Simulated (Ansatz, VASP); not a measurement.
**Two plane-wave programs on InSb3**

```
In Sb
1.0
     4.61978    0.00000    0.00000
     0.00000    4.61978    0.00000
     0.00000    0.00000    4.61978
In Sb
1 3
Cartesian
  0.0000 0.0000 0.0000
  2.3099 0.0000 2.3099
  0.0000 2.3099 2.3099
  2.3099 2.3099 0.0000
```

Alike in both runs: task single point; functional PBE; k mesh 6 × 6 × 6; occupations gaussian, width 0.1 eV; no spin polarisation.

```csv
,VASP,Ansatz
version,VASP 6.6.1,Ansatz 0.2.0
potentials or method,"VASP PAW PBE potentials, release 64 (In_d, Sb), cutoff 520 eV","scalar-relativistic, plane waves, PAW"
valence electrons in the cell,28,58
```

|  | VASP | Ansatz | Ansatz less VASP |
| --- | --- | --- | --- |
| gap on the k mesh at the Fermi level (eV) | none | none | - |
| pressure (GPa) | 8.2 | 8.3 | +0.08 |

A gap of «none» marks a metal or a gap that the smearing closes. VASP's potentials hold 28 valence electrons a cell and Ansatz's 58, so a difference there can come from the potentials and not from the codes. Ansatz's warnings: stress scf threshold loose.

Neither program's run includes spin-orbit coupling.
